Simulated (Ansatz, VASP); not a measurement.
## Two plane-wave programs on Au

The input INCAR:

```
ALGO = Normal
EDIFF = 1E-6
ENCUT = 500
GGA = PS
GGA_COMPAT = F
ISIF = 2
ISMEAR = 0
LASPH = T
LCHARG = F
LREAL = F
LWAVE = F
NBANDS = 18
NELM = 120
PREC = Accurate
SIGMA = 0.1
```

KPOINTS

```
k-points
0
Gamma
  6 6 6
```

Contents of POSCAR:

```
Au
1.0
    1.8074543513      1.0435342563      3.3517073933
   -1.8074543513      1.0435342563      3.3517073933
    0.0000000000     -2.0870685126      3.3517073933
Au
2
Direct
    0.2275400000      0.2275400000      0.2275400000
    0.7724600000      0.7724600000      0.7724600000
```

Input for Ansatz:

```yaml
crystal:
  lattice:
    - [1.8074543513, 1.0435342563, 3.3517073933]
    - [-1.8074543513, 1.0435342563, 3.3517073933]
    - [0.0, -2.0870685126, 3.3517073933]
  atoms:
    - { symbol: Au, position: [0.22754, 0.22754, 0.22754] }
    - { symbol: Au, position: [0.77246, 0.77246, 0.77246] }
basis:
  ecutwfc: 420
kpoints:
  mp_grid: { grid: [6, 6, 6] }
hamiltonian:
  xc: pbesol
scf:
  occupations: { method: gaussian, width: 0.1 }
  lower_state_search: "off"
output:
  forces: true
  stress: true
  eigenvalues: true
```

Alike in both runs: task single point; functional PBEsol; k mesh 6 × 6 × 6; occupations gaussian, width 0.1 eV; no spin polarisation.

|  | VASP | Ansatz |
| --- | --- | --- |
| version | VASP 6.6.1 | Ansatz 0.2.0 |
| potentials or method | VASP PAW PBE potentials, release 64 (Au), cutoff 500 eV | scalar-relativistic, plane waves, PAW |
| valence electrons in the cell | 22 | 38 |

VASP gave:

* gap on the k mesh at the Fermi level (eV): none
* pressure (GPa): 22.7
* traceless stress, the component that is largest in VASP (GPa): -7.93
* rms of the force components (eV/Å): 3.070

Which values does Ansatz return?

gap on the k mesh at the Fermi level (eV): none; pressure (GPa): 23.0; traceless stress, the component that is largest in VASP (GPa): -7.93; rms of the force components (eV/Å): 3.086.

VASP's potentials were made for PBE, not for PBEsol. Atom by atom the forces differ by 0.015 eV/Å (rms over components). A gap of «none» marks a metal or a gap that the smearing closes. VASP's potentials hold 22 valence electrons a cell and Ansatz's 38, so a difference there can come from the potentials and not from the codes.

Spin-orbit coupling is off throughout.
